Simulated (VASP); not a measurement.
# NaH (P6_3/mmc) in VASP: settings compared

The runs below take NaH through single point, relaxation of cell and atoms, with PBE, PBEsol, LDA.

Program: VASP 6.6.1. These are calculated values, not measurements. Logs are shortened: lines on timing, memory, paths and dates and some standing lists are left out, and cuts for length are marked.

## Step 1: The cell of the first run

Symmetry: P6_3/mmc, No. 194, hexagonal system. The conventional cell has a = 3.973 Å, b = 3.973 Å, c = 4.876 Å, α = 90.00°, β = 90.00°, γ = 120.00°. Na (site symmetry -6m2) has 5 H at 2.29 to 2.44 Å within 3.0 Å. Within 3.0 Å of H (site symmetry -6m2) lie 5 Na at 2.29 to 2.44 Å.

## Step 2: Single point, PBE

Input file INCAR:

```
SYSTEM = NaH
  ALGO = Normal
  EDIFF = 1E-6
  ENCUT = 520
  GGA = PE
  ISIF = 2
  ISMEAR = -1
  LASPH = .True.
  LCHARG = .False.
  LREAL = .False.
  LWAVE = .False.
  NBANDS = 16
  NELM = 100
  PREC = Accurate
  SIGMA = 0.02
```

Input file KPOINTS:

```
k-points
0
Gamma
  12 12 6
  0 0 0
```

Input file POSCAR:

```
NaH
1.0
    3.9734978881      0.0000000000      0.0000000000
   -1.9867489440      3.4411501130      0.0000000000
    0.0000000000      0.0000000000      4.8764170222
Na H
2 2
Direct
    0.3333333333      0.6666666667      0.2500000000
    0.6666666667      0.3333333333      0.7500000000
    0.6666666667      0.3333333333      0.2500000000
    0.3333333333      0.6666666667      0.7500000000
```

Potentials or basis: VASP PAW PBE potentials, release 64 (Na_pv, H).

On the command line:

```console
> cat potpaw_PBE.64/Na_pv/POTCAR potpaw_PBE.64/H/POTCAR > POTCAR
> mpirun -np 1 vasp_std > vasp.out
```

OUTCAR:

```text
SYSTEM = NaH
   EDIFF = 1E-6
   ENCUT = 520
   GGA = PE
   ISIF = 2
   ISMEAR = -1
   LASPH = .True.
   LREAL = .False.
   NELM = 100
   PREC = Accurate

 ion  position               nearest neighbor table
   1  0.333  0.667  0.250-
   2  0.667  0.333  0.750-
   3  0.667  0.333  0.250-
   4  0.333  0.667  0.750-

  LATTYP: Found a hexagonal cell.
 ALAT       =     3.9734978881
 C/A-ratio  =     1.2272353376

  Lattice vectors:

 A1 = (   3.9734978881,   0.0000000000,   0.0000000000)
 A2 = (  -1.9867489440,   3.4411501130,   0.0000000000)
 A3 = (   0.0000000000,   0.0000000000,   4.8764170222)

Analysis of symmetry for initial positions (statically):
=====================================================================
 Subroutine PRICEL returns:
 Original cell was already a primitive cell.

 Routine SETGRP: Setting up the symmetry group for a
 hexagonal supercell.

 Subroutine GETGRP returns: Found 24 space group operations
 (whereof 12 operations were pure point group operations)
 out of a pool of 24 trial point group operations.

The static configuration has the point symmetry D_3d.
 The point group associated with its full space group is D_6h.

Analysis of symmetry for dynamics (positions and initial velocities):
=====================================================================
 Subroutine PRICEL returns:
 Original cell was already a primitive cell.

 Routine SETGRP: Setting up the symmetry group for a
 hexagonal supercell.

 Subroutine GETGRP returns: Found 24 space group operations
 (whereof 12 operations were pure point group operations)
 out of a pool of 24 trial point group operations.

The dynamic configuration has the point symmetry D_3d.
 The point group associated with its full space group is D_6h.

 Subroutine INISYM returns: Found 24 space group operations
 (whereof 12 operations are pure point group operations),
 and found     1 'primitive' translations

----------------------------------------------------------------------------------------

                                     Primitive cell

  volume of cell :      66.6772

  direct lattice vectors                    reciprocal lattice vectors
     3.973497888  0.000000000  0.000000000     0.251667430  0.145300258  0.000000000
    -1.986748944  3.441150113  0.000000000     0.000000000  0.290600516  0.000000000
     0.000000000  0.000000000  4.876417022     0.000000000  0.000000000  0.205068598

  length of vectors
     3.973497888  3.973497888  4.876417022     0.290600516  0.290600516  0.205068598

  position of ions in fractional coordinates (direct lattice)
     0.333333333  0.666666667  0.250000000
     0.666666667  0.333333333  0.750000000
     0.666666667  0.333333333  0.250000000
     0.333333333  0.666666667  0.750000000

  ion indices of the primitive-cell ions
   primitive index   ion index
                 1           1
                 2           2
                 3           3
                 4           4

----------------------------------------------------------------------------------------

 KPOINTS: k-points

Automatic generation of k-mesh.
 Grid dimensions read from file:
 generate k-points for:   12   12    6

 Generating k-lattice:

  Cartesian coordinates                     Fractional coordinates (reciprocal lattice)
     0.020972286  0.012108355  0.000000000     0.083333333 -0.000000000  0.000000000
     0.000000000  0.024216710  0.000000000     0.000000000  0.083333333  0.000000000
     0.000000000  0.000000000  0.034178100     0.000000000  0.000000000  0.166666667

  Length of vectors
     0.024216710  0.024216710  0.034178100

  Shift w.r.t. Gamma in fractional coordinates (k-lattice)
     0.000000000  0.000000000  0.000000000

 Subroutine IBZKPT returns following result:
 ===========================================

 Found     76 irreducible k-points:

 Following reciprocal coordinates:
            Coordinates               Weight
  0.000000  0.000000  0.000000      1.000000
  0.083333 -0.000000  0.000000      6.000000
  0.166667 -0.000000  0.000000      6.000000
  0.250000 -0.000000  0.000000      6.000000
  0.333333 -0.000000  0.000000      6.000000
  0.416667  0.000000  0.000000      6.000000
[... 16 lines left out ...]
  0.250000 -0.000000  0.166667     12.000000
  0.333333 -0.000000  0.166667     12.000000
 [... further k-points ...]
   k-points           NKPTS =     76   k-points in BZ     NKDIM =     76   number of bands    NBANDS=     16
   number of dos      NEDOS =    301   number of ions     NIONS =      4
   total plane-waves  NPLWV =  32400
   dimension x,y,z NGX =    30 NGY =   30 NGZ =   36
   dimension x,y,z NGXF=    60 NGYF=   60 NGZF=   72
   ions per type =               2   2
   NGX,Y,Z   is equivalent  to a cutoff of  12.55, 12.55, 12.27 a.u.
   NGXF,Y,Z  is equivalent  to a cutoff of  25.10, 25.10, 24.55 a.u.
 SYSTEM =  NaH
   PREC   = accura    normal or accurate (medium, high low for compatibility)
   ISTART =      0    job   : 0-new  1-cont  2-samecut
   ICHARG =      2    charge: 1-file 2-atom 10-const
   ISPIN  =      1    spin polarized calculation?
   LNONCOLLINEAR =      F non collinear calculations
   LSORBIT =      F    spin-orbit coupling
   LASPH  =      T    aspherical Exc in radial PAW
   ENCUT  =  520.0 eV  38.22 Ry    6.18 a.u.   7.39  7.39  9.07*2*pi/ulx,y,z
   NELM   =    100;   NELMIN=  2; NELMDL= -5     # of ELM steps
   EDIFF  = 0.1E-05   stopping-criterion for ELM
   LREAL  =      F    real-space projection
   EDIFFG = 0.1E-04   stopping-criterion for IOM
   NSW    =      0    number of steps for IOM
   IBRION =     -1    ionic relax: 0-MD 1-quasi-New 2-CG
   NFREE  =      0    steps in history (QN), initial steepest desc. (CG)
   ISIF   =      2    stress and relaxation
   ISYM   =      2    0-nonsym 1-usesym 2-fastsym
   POTIM  = 0.5000    time-step for ionic-motion
   TEBEG  =    0.0;   TEEND  =   0.0 temperature during run
   PSTRESS=    0.0 pullay stress
   NELECT =      16.0000    total number of electrons
   NUPDOWN=      -1.0000    fix difference up-down
   EMIN   =  10.00;   EMAX   =-10.00  energy-range for DOS
   EFERMI =   0.00;   METHOD = LEGACY
   ISMEAR =    -1;   SIGMA  =   0.02  broadening in eV -4-tet -1-fermi 0-gaus
   EFERMI_NEDOS =   21; number of points for ismear=-14 and -15
   IALGO  =     38    algorithm
[... 43 lines left out ...]
     16      13.8613      0.00000

 k-point     2 :       0.0833   -0.0000    0.0000
  band No.  band energies     occupation
      1     -23.8091      2.00000
      2     -23.7737      2.00000
      3     -23.7735      2.00000
      4     -23.7481      2.00000
      5     -23.7465      2.00000
      6     -23.7307      2.00000
[... 8 lines left out ...]
     15      10.4339      0.00000
     16      12.6855      0.00000

 k-point     3 :       0.1667   -0.0000    0.0000
  band No.  band energies     occupation
      1     -23.8052      2.00000
      2     -23.7764      2.00000
      3     -23.7754      2.00000
      4     -23.7520      2.00000
      5     -23.7461      2.00000
      6     -23.7339      2.00000
[... 8 lines left out ...]
     15      11.1542      0.00000
     16      11.7298      0.00000

 k-point     4 :       0.2500   -0.0000    0.0000
  band No.  band energies     occupation
      1     -23.7992      2.00000
      2     -23.7800      2.00000
      3     -23.7778      2.00000
      4     -23.7571      2.00000
      5     -23.7456      2.00000
      6     -23.7390      2.00000
[... 8 lines left out ...]
     15      11.2239      0.00000
     16      11.7367      0.00000

 k-point     5 :       0.3333   -0.0000    0.0000
  band No.  band energies     occupation
      1     -23.7919      2.00000
      2     -23.7838      2.00000
      3     -23.7801      2.00000
      4     -23.7621      2.00000
      5     -23.7454      2.00000
      6     -23.7453      2.00000
[... 8 lines left out ...]
     15      10.5705      0.00000
     16      11.8127      0.00000

 k-point     6 :       0.4167    0.0000    0.0000
  band No.  band energies     occupation
      1     -23.7867      2.00000
      2     -23.7849      2.00000
      3     -23.7817      2.00000
      4     -23.7656      2.00000
      5     -23.7517      2.00000
      6     -23.7451      2.00000
[... 8 lines left out ...]
     15      10.3059      0.00000
     16      11.5607      0.00000

 k-point     7 :       0.5000   -0.0000    0.0000
  band No.  band energies     occupation
      1     -23.7878      2.00000
      2     -23.7823      2.00000
      3     -23.7815      2.00000
      4     -23.7669      2.00000
      5     -23.7548      2.00000
      6     -23.7450      2.00000
[... 8 lines left out ...]
     15      10.2411      0.00000
     16      11.4763      0.00000

 k-point     8 :       0.0833    0.0833    0.0000
  band No.  band energies     occupation
      1     -23.8064      2.00000
      2     -23.7753      2.00000
      3     -23.7750      2.00000
      4     -23.7507      2.00000
      5     -23.7463      2.00000
      6     -23.7329      2.00000
[... 8 lines left out ...]
     15      11.4838      0.00000
     16      11.7255      0.00000

 k-point     9 :       0.1667    0.0833    0.0000
  band No.  band energies     occupation
      1     -23.8015      2.00000
      2     -23.7783      2.00000
      3     -23.7773      2.00000
      4     -23.7549      2.00000
      5     -23.7460      2.00000
      6     -23.7371      2.00000
[... 8 lines left out ...]
     15      11.4019      0.00000
     16      11.6306      0.00000
[... 172 lines left out ...]
 k-point    19 :       0.3333    0.3333    0.0000
  band No.  band energies     occupation
      1     -23.7923      2.00000
      2     -23.7734      2.00000
      3     -23.7734      2.00000
      4     -23.7680      2.00000
      5     -23.7680      2.00000
      6     -23.7483      2.00000
[... 8 lines left out ...]
     15       7.8424      0.00000
     16      12.9703      0.00000

 k-point    20 :       0.0000    0.0000    0.1667
  band No.  band energies     occupation
      1     -23.8055      2.00000
      2     -23.7710      2.00000
      3     -23.7710      2.00000
      4     -23.7485      2.00000
      5     -23.7485      2.00000
      6     -23.7356      2.00000
[... 8 lines left out ...]
     15       9.3331      0.00000
     16      12.8386      0.00000

 k-point    21 :       0.0833   -0.0000    0.1667
  band No.  band energies     occupation
      1     -23.8049      2.00000
      2     -23.7717      2.00000
      3     -23.7714      2.00000
      4     -23.7511      2.00000
      5     -23.7483      2.00000
      6     -23.7352      2.00000
[... 8 lines left out ...]
     15      10.5111      0.00000
     16      11.6473      0.00000

 k-point    22 :       0.1667   -0.0000    0.1667
  band No.  band energies     occupation
      1     -23.8033      2.00000
      2     -23.7734      2.00000
      3     -23.7724      2.00000
      4     -23.7574      2.00000
      5     -23.7481      2.00000
      6     -23.7354      2.00000
[... 8 lines left out ...]
     15      10.5707      0.00000
     16      12.0122      0.00000

 k-point    23 :       0.2500   -0.0000    0.1667
  band No.  band energies     occupation
      1     -23.8015      2.00000
      2     -23.7756      2.00000
      3     -23.7731      2.00000
      4     -23.7645      2.00000
      5     -23.7478      2.00000
      6     -23.7371      2.00000
[... 8 lines left out ...]
     15      10.5714      0.00000
     16      12.1079      0.00000

 k-point    24 :       0.3333   -0.0000    0.1667
  band No.  band energies     occupation
      1     -23.8004      2.00000
      2     -23.7777      2.00000
      3     -23.7747      2.00000
      4     -23.7687      2.00000
      5     -23.7476      2.00000
      6     -23.7402      2.00000
[... 8 lines left out ...]
     15      10.3218      0.00000
     16      11.1199      0.00000

 [... further k-points ...]

------------------------ aborting loop because EDIFF is reached ----------------------------------------

  FORCE on cell =-STRESS in cart. coord.  units (eV):
  Direction    XX          YY          ZZ          XY          YZ          ZX
  --------------------------------------------------------------------------------------
  -------------------------------------------------------------------------------------
  Total       -0.0201279     -0.0201279     -0.0271819     -0.0000000     -0.0000000      0.0000000
  in kB       -0.4836509     -0.4836509     -0.6531496     -0.0000000     -0.0000000      0.0000000
  external PRESSURE =      -0.5401504 kB  Pullay stress =       0.0000000 kB

 VOLUME and BASIS-vectors are now :
 -----------------------------------------------------------------------------
  energy-cutoff  :      520.00
  volume of cell :       66.68
      direct lattice vectors                 reciprocal lattice vectors
     3.973497888  0.000000000  0.000000000     0.251667430  0.145300258  0.000000000
    -1.986748944  3.441150113  0.000000000     0.000000000  0.290600516  0.000000000
     0.000000000  0.000000000  4.876417022     0.000000000  0.000000000  0.205068598

 POSITION                                       TOTAL-FORCE (eV/Angst)
 -----------------------------------------------------------------------------------
     -0.00000      2.29410      1.21910        -0.000000     -0.000000      0.000000
      1.98675      1.14705      3.65731         0.000000      0.000000      0.000000
      1.98675      1.14705      1.21910         0.000000     -0.000000      0.000000
     -0.00000      2.29410      3.65731         0.000000     -0.000000      0.000000
 -----------------------------------------------------------------------------------
    total drift:                               -0.000000      0.000000      0.000000

  FREE ENERGIE OF THE ION-ELECTRON SYSTEM (eV)
  ---------------------------------------------------
  free  energy   TOTEN  =       -10.0748077727 eV

  energy  without entropy=      -10.0748077727  energy(sigma->0) =      -10.07480777
```

Run time: 85 s. Hardware: 1 thread of AMD EPYC 7R13, shared host; peak memory 0.18 GiB.

Results:

| Quantity | Value |
| --- | --- |
| Free energy | -10.0748 eV |
| Pressure | -0.1 GPa |
| Band gap on the k mesh | 3.34 eV (least direct gap 4.11 eV) |

A k mesh can miss the band edges.

## Step 3: Relaxation of cell and atoms, PBEsol

Input file INCAR:

```
  PREC = Accurate
  ENCUT = 600
  EDIFF = 1E-6
  ISMEAR = -1
  SIGMA = 0.02
  LREAL = F
  LASPH = T
  NELM = 100
  ALGO = Normal
  ISIF = 3
  LWAVE = F
  LCHARG = F
  GGA = PS
  IBRION = 2
  NSW = 80
  EDIFFG = -0.005
```

Input file KPOINTS:

```
Automatic mesh
0
Gamma
  6 6 6
```

POSCAR is that of step 2.

Potentials or basis: VASP PAW PBE potentials, release 64 (Na_pv, H).

On the command line:

```console
> cat potpaw_PBE.64/Na_pv/POTCAR potpaw_PBE.64/H/POTCAR > POTCAR
> mpirun -np 1 vasp_std > vasp.out
```

Run time: 66 s. Hardware: 1 thread of AMD EPYC 7R13, shared host; peak memory 0.17 GiB.

Results (log left out):

| Quantity | Value |
| --- | --- |
| Free energy | -10.0268 eV |
| Relaxed volume | 16.33 Å³/atom |
| Relaxed cell | a = 3.947 Å, b = 3.947 Å, c = 4.840 Å, α = 90.00°, β = 90.00°, γ = 120.00° |
| Space group after relaxing (to 0.1 Å) | P6_3/mmc (No. 194) |
| Energy gained by relaxing | 0.6 meV/atom |
| Ionic steps | 4 |
| Pressure after relaxing | 0.0 GPa |
| Band gap on the k mesh | 3.09 eV (least direct gap 4.02 eV) |

Step by step:
| step | energy change (eV) | largest force (eV/Å) | pressure (GPa) | volume (Å³) |
| --- | --- | --- | --- | --- |
| 1 | 0.0000 | 0.0000 | -0.45 | 66.68 |
| 2 | -0.0011 | 0.0000 | -0.28 | 66.23 |
| 3 | -0.0016 | 0.0000 | -0.21 | 65.92 |
| 4 | -0.0022 | 0.0000 | 0.00 | 65.31 |

Final structure:
```yaml
crystal:
  lattice:
    - [3.94719, 0.00000, 0.00000]
    - [-1.97359, 3.41837, 0.00000]
    - [0.00000, 0.00000, 4.84049]
  atoms:
    - { symbol: Na, position: [0.33333, 0.66667, 0.25000] }
    - { symbol: Na, position: [0.66667, 0.33333, 0.75000] }
    - { symbol: H, position: [0.66667, 0.33333, 0.25000] }
    - { symbol: H, position: [0.33333, 0.66667, 0.75000] }
```

Levels at points of the mesh, in eV from the valence-band top:
```tsv
k point	band 6	band 7	band 8	band 9	band 10	band 11
(0.00, 0.00, 0.00)	-22.12	-3.44	-0.02	4.66	7.85	10.17
(0.50, 0.00, 0.00)	-22.13	-1.55	-0.65	3.69	7.34	7.48
(0.00, 0.00, 0.50)	-22.15	-2.10	-2.10	6.83	6.83	10.94
(0.50, 0.00, 0.50)	-22.13	-0.85	-0.85	3.75	3.75	8.35
```

Caveat: the PAW data sets were made with another functional, which shifts forces and pressure a little.

## Step 4: Relaxation of cell and atoms, LDA

Input file INCAR:

```
SYSTEM = NaH
PREC     = Accurate       ! precision mode
ENCUT    = 600            ! plane-wave cutoff, eV
EDIFF    = 1E-6           ! SCF threshold, eV
ISMEAR   = -1             ! smearing method
SIGMA    = 0.02           ! smearing width, eV
LREAL    = .FALSE.        ! projectors in reciprocal space
LASPH    = .TRUE.         ! aspherical terms in the spheres
NELM     = 80             ! most SCF steps
ALGO     = Normal         ! electronic algorithm
ISIF     = 3              ! what is computed and relaxed
LWAVE    = .FALSE.        ! write WAVECAR
LCHARG   = .FALSE.        ! write CHGCAR
IBRION   = 2              ! ionic algorithm
NSW      = 80             ! ionic steps
EDIFFG   = -0.005         ! ionic threshold
```

Input file KPOINTS:

```
regular mesh
0
G
  6 6 6
  0 0 0
```

POSCAR is that of step 3.

Potentials or basis: VASP PAW LDA potentials, release 64 (Na_pv, H).

On the command line:

```console
> cat potpaw_LDA.64/Na_pv/POTCAR potpaw_LDA.64/H/POTCAR > POTCAR
> mpirun -np 1 vasp_std > vasp.out
```

It took 74 s on 1 thread of AMD EPYC 7R13, shared host; peak memory 0.14 GiB.

The run converged. Its results:

```
Free energy                           : -10.6453 eV
Relaxed volume                        : 15.26 Å³/atom
Relaxed cell                          : a = 3.862 Å, b = 3.862 Å, c = 4.727 Å, α = 90.00°, β = 90.00°, γ = 120.00°
Space group after relaxing (to 0.1 Å) : P6_3/mmc (No. 194)
Energy gained by relaxing             : 7.8 meV/atom
Ionic steps                           : 4
Pressure after relaxing               : 0.0 GPa
Band gap on the k mesh                : 3.00 eV (least direct gap 4.00 eV)
```

The path:
| step | energy change (eV) | largest force (eV/Å) | pressure (GPa) | volume (Å³) |
| --- | --- | --- | --- | --- |
| 1 | 0.0000 | 0.0000 | -1.66 | 66.68 |
| 2 | -0.0150 | 0.0000 | -1.28 | 65.02 |
| 3 | -0.0304 | 0.0000 | 0.29 | 60.23 |
| 4 | -0.0312 | 0.0000 | 0.03 | 61.05 |

Final structure:
```cif
data_structure
_symmetry_space_group_name_H-M 'P 1'
_symmetry_Int_Tables_number 1
_cell_length_a 3.8618
_cell_length_b 3.8618
_cell_length_c 4.7269
_cell_angle_alpha 90.000
_cell_angle_beta 90.000
_cell_angle_gamma 120.000
_cell_volume 61.05
loop_
_atom_site_label
_atom_site_type_symbol
_atom_site_fract_x
_atom_site_fract_y
_atom_site_fract_z
_atom_site_occupancy
Na1 Na 0.33333 0.66667 0.25000 1
Na2 Na 0.66667 0.33333 0.75000 1
H1 H 0.66667 0.33333 0.25000 1
H2 H 0.33333 0.66667 0.75000 1
```

Levels at points of the mesh, in eV from the valence-band top:
```csv
k point,band 5,band 6,band 7,band 8,band 9,band 10,band 11,band 12
"(0.00, 0.00, 0.00)",-22.20,-22.18,-3.70,-0.03,4.68,8.17,10.36,10.36
"(0.50, 0.00, 0.00)",-22.22,-22.20,-1.67,-0.71,3.66,7.44,7.64,7.75
"(0.00, 0.00, 0.50)",-22.22,-22.22,-2.27,-2.27,7.08,7.08,11.11,11.11
"(0.50, 0.00, 0.50)",-22.20,-22.20,-0.90,-0.90,3.69,3.69,8.54,8.54
```

A k mesh can miss the band edges.

## Step 5: Summary

```tsv
task	level	potentials or basis	cell	k mesh	cutoff (eV)	gap on the mesh (eV)	pressure (GPa)	relaxed volume (Å³/atom)
single point	PBE	VASP PAW PBE potentials, release 64 (Na_pv, H)	as given	12 × 12 × 6	520	3.34	-0.1	-
relaxation of cell and atoms	PBEsol	VASP PAW PBE potentials, release 64 (Na_pv, H)	relaxed	6 × 6 × 6	600	3.09	0.0	16.33
relaxation of cell and atoms	LDA	VASP PAW LDA potentials, release 64 (Na_pv, H)	relaxed	6 × 6 × 6	600	3.00	0.0	15.26
```

Alike in all rows: no spin polarisation; smearing fermi-dirac 0.02 eV.

Caveats: the PAW data sets were made with another functional, which shifts forces and pressure a little (at least some runs).

Total energies depend on the potentials used, so only differences within one code and one set of settings carry meaning.
